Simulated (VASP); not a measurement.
Runs of VASP 6.6.1 on P. The structure is that of space group Fm-3m (No. 225), or close to it. The cells are those of the table. 

```tsv
cell	k mesh	cutoff (eV)	gap on the mesh (eV)	pressure (GPa)
a = 2.948 Å, angles 60.0°, 1 atom	18 × 18 × 18	520	none	(a)
a = 2.848 Å, angles 60.0°, 1 atom	18 × 18 × 18	520	none	-8.8
a = 2.855 Å, angles 60.0°, 1 atom	8 × 8 × 8	500	none	-7.0
a = 2.974 Å, angles 60.0°, 1 atom	8 × 8 × 8	520	none	(c)
a = 2.877 Å, angles 60.0°, 1 atom	18 × 18 × 18	500	none	-10.3
a = 2.932 Å, angles 60.0°, 1 atom	18 × 18 × 18	500	none	-12.7
a = 2.855 Å, angles 60.0°, 1 atom	18 × 18 × 18	500	none	(b)
a = 2.877 Å, angles 60.0°, 1 atom	8 × 8 × 8	500	none	-8.3
```

Alike in all rows: task single point; level PBE; potentials or basis VASP PAW PBE potentials, release 64 (P); no spin polarisation; smearing gaussian 0.1 eV.

Q: Fill in the values left out.

A: (a) -13.3; (b) -9.2; (c) -13.2.

A gap of «none» marks levels without a gap at the run's occupations.
